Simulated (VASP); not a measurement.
Wanted: the native input for a VASP 6.6.1 run.

| Item | Value |
| --- | --- |
| Task | single point |
| Functional | PBEsol |
| Potentials or basis | VASP PAW PBE potentials, release 64 (Ga_d, Sb) |
| Cutoff | 520 eV |
| k mesh | 14 × 14 × 14 |
| Occupations | fermi-dirac, width 0.1 eV |
| Spin | no spin polarisation |
| Dipole correction | no |
| Further INCAR settings | ALGO = Normal; EDIFF = 1e-07; NBANDS = 16 |

The structure of GaSb lies in POSCAR:

```
GaSb
1.0
    0.0000000000      2.9171365252      2.9171365252
    2.9171365252      0.0000000000      2.9171365252
    2.9171365252      2.9171365252      0.0000000000
Ga Sb
1 1
Direct
    0.0000000000      0.0000000000      0.0000000000
    0.7500000000      0.7500000000      0.7500000000
```

One way to write it, as run:

INCAR

```
SYSTEM = GaSb
ALGO = Normal
EDIFF = 1E-7
ENCUT = 520
GGA = PS
ISIF = 2
ISMEAR = -1
LASPH = .TRUE.
LCHARG = .FALSE.
LREAL = .FALSE.
LWAVE = .FALSE.
NBANDS = 16
NELM = 100
PREC = Accurate
SIGMA = 0.1
```

KPOINTS

```
k-points
0
G
  14 14 14
  0 0 0
```

Potentials or basis: VASP PAW PBE potentials, release 64 (Ga_d, Sb).

Command:

```sh
$ cat potpaw_PBE.64/Ga_d/POTCAR potpaw_PBE.64/Sb/POTCAR > POTCAR
$ mpirun -np 1 vasp_std > vasp.out
```

Results of the run:

```json
{
  "Pressure": "10.2 GPa",
  "Band gap on the k mesh": "0.56 eV (least direct gap 1.06 eV)"
}
```

Caveat: the cell stands under pressure; the PAW data sets were made with another functional, which shifts forces and pressure a little; spin-orbit coupling is left out, which moves the levels of the heavy elements.

Wall time 78 s on 1 thread of Intel Xeon 8259CL (shared host), peak memory 0.24 GiB.
